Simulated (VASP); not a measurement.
Wanted: the native input for a VASP 6.6.1 run.

```
Task                   : single point
Functional             : LDA
Potentials or basis    : VASP PAW LDA potentials, release 64 (Sn_d, O)
Cutoff                 : 520 eV
k mesh                 : 10 × 10 × 8
Occupations            : gaussian, width 0.15 eV
Spin                   : no spin polarisation
Dipole correction      : no
Further INCAR settings : ALGO = Normal; EDIFF = 1e-06; NBANDS = 28
```

The structure of SnO lies in POSCAR:

```
SnO
1.0
    3.6790000000      0.0000000000      0.0000000000
    0.0000000000      3.6790000000      0.0000000000
    0.0000000000      0.0000000000      4.0967000000
Sn O
2 2
Direct
    0.0000000000      0.5000000000      0.2457459271
    0.5000000000      0.0000000000      0.7542540729
    0.0000000000      0.0000000000      0.0000000000
    0.5000000000      0.5000000000      0.0000000000
```

The input as run:

INCAR

```
SYSTEM = SnO
ALGO = Normal
EDIFF = 1E-6
ENCUT = 520
ISIF = 2
ISMEAR = 0
LASPH = .TRUE.
LCHARG = .TRUE.
LELF = .TRUE.
LREAL = .FALSE.
LVHAR = .TRUE.
LWAVE = .FALSE.
NBANDS = 28
NELM = 80
PREC = Accurate
SIGMA = 0.15
```

KPOINTS

```
k-points
0
G
  10 10 8
  0 0 0
```

Potentials or basis: VASP PAW LDA potentials, release 64 (Sn_d, O).

Launch:

```console
$ cat potpaw_LDA.64/Sn_d/POTCAR potpaw_LDA.64/O/POTCAR > POTCAR
$ mpirun -np 1 vasp_std > vasp.out
```

Results of the run:

| Quantity | Value |
| --- | --- |
| Pressure | 24.7 GPa |
| Largest force | 3.122 eV/Å |
| Band gap on the k mesh | zero (band 20 reaches 10.04 eV, above the bottom of band 21 at 9.86 eV) |

Caveat: spin-orbit coupling is left out, which moves the levels of the heavy elements; forces of over 1 eV/Å act on the atoms, so gaps and moduli don't describe the material at rest.

Wall time 4.1 min on 1 thread of AMD EPYC 7R13, on a shared host, peak memory 0.21 GiB.
